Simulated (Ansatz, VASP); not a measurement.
## Ta4C3 in VASP and in Ansatz

```
CELL_PARAMETERS angstrom
4.07081 0.00000 0.00000
0.00000 4.07081 0.00000
0.00000 0.00000 4.07081
ATOMIC_POSITIONS crystal
Ta 0.00000 0.50000 0.50000
Ta 0.50000 0.00000 0.50000
Ta 0.50000 0.50000 0.00000
Ta 0.00000 0.00000 0.00000
C 0.50000 0.00000 0.00000
C 0.00000 0.50000 0.00000
C 0.00000 0.00000 0.50000
```

Change from the starting cell: strain -0.080 along x and y, -0.080 along z, atoms carried along.

Alike in both runs: task single point; functional r2SCAN; k mesh 10 × 10 × 10; occupations gaussian, width 0.15 eV; no spin polarisation.

|  | VASP | Ansatz |
| --- | --- | --- |
| version | VASP 6.6.1 | Ansatz 0.2.0 |
| potentials or method | VASP PAW PBE potentials, release 64 (Ta_pv, C), cutoff 520 eV | scalar-relativistic, plane waves, PAW |
| valence electrons in the cell | 56 | 64 |

```tsv
	VASP	Ansatz	Ansatz less VASP
gap on the k mesh at the Fermi level (eV)	none	none	-
pressure (GPa)	130.8	127.5	-3.26
```

VASP's potentials were made for PBE, not for r2SCAN. A gap of «none» marks a metal or a gap that the smearing closes. Both programs put the cell under a high pressure, so it lies far from rest at this level. VASP's potentials hold 56 valence electrons a cell and Ansatz's 64, so a difference there can come from the potentials and not from the codes.

Neither program's run includes spin-orbit coupling. Noted on VASP's run: the cell as given lies far from equilibrium.
